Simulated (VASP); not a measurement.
Runs of VASP 6.6.1 on CoCl. The structure is that of space group Pm-3m (No. 221), or close to it. The cells are those of the table. 

```tsv
task	cell	k mesh	cutoff (eV)	gap on the mesh (eV)	pressure (GPa)	moment (μB)
single point	a = 3.069 Å, 2 atoms	18 × 18 × 18	520	none	(b)	2.00
single point	a = 3.076 Å, 2 atoms	6 × 6 × 6	520	none	-0.2	2.01
relaxation of cell and atoms	relaxed from a = 3.329 Å, 2 atoms	6 × 6 × 6	600	none	-0.4	2.01
single point	a = 3.329 Å, 2 atoms	6 × 6 × 6	520	none	(a)	2.06
```

Alike in all rows: level PBE; potentials or basis VASP PAW PBE potentials, release 64 (Co, Cl); spin collinear, ferromagnetic start; smearing gaussian 0.1 eV.

Problem. Fill in the values left out.

Solution. (a) -8.0; (b) 0.0.

Caveats: a cell with one magnetic atom can't hold antiferromagnetic order, which such compounds often take; semilocal functionals often make such compounds metallic where correlation or magnetic order opens a gap, which also shifts bond lengths.

A gap of «none» marks levels without a gap at the run's occupations.
